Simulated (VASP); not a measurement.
A run of VASP 6.6.1 is set up as follows.

INCAR

```
SYSTEM = Cu
ALGO = Normal ; EDIFF = 1E-6
ENCUT = 820 ; GGA = PE
GGA_COMPAT = .False. ; ISIF = 2
ISMEAR = 0 ; LASPH = .True.
LCHARG = .False. ; LREAL = .False.
LWAVE = .False. ; NBANDS = 26
NELM = 120 ; PREC = Accurate
SIGMA = 0.1
```

File KPOINTS:

```
k-points
0
Gamma
  14 14 16
  0 0 0
```

POSCAR

```
Cu
1.0
    2.9215512269      0.0000000000      0.0000000000
    0.0000000000      2.9215512269      0.0000000000
    0.0000000000      0.0000000000      2.8139658434
Cu
2
Direct
    0.0000000000      0.0000000000      0.0000000000
    0.5000000000      0.5000000000      0.5000000000
```

Potentials or basis: VASP PAW PBE potentials, release 64 (Cu_sv_GW).

Run with:

```console
$ cat potpaw_PBE.64/Cu_sv_GW/POTCAR > POTCAR
$ mpirun -np 1 vasp_std > vasp.out
```

**Question.** Predict the pressure.

**Answer.** -1.3 GPa.

**Question.** What does it give for the band gap on the k mesh?

**Answer.** Zero (bands 19 and 20 overlap by 7.61 eV).

Stress tensor (GPa, compression positive):
```
-1.34  0.00  0.00
 0.00 -1.34  0.00
 0.00  0.00 -1.22
```

Caveat: the cell differs from its parent crystal (biaxial strain in the a-b plane: -1.0 %, then relaxed in part).
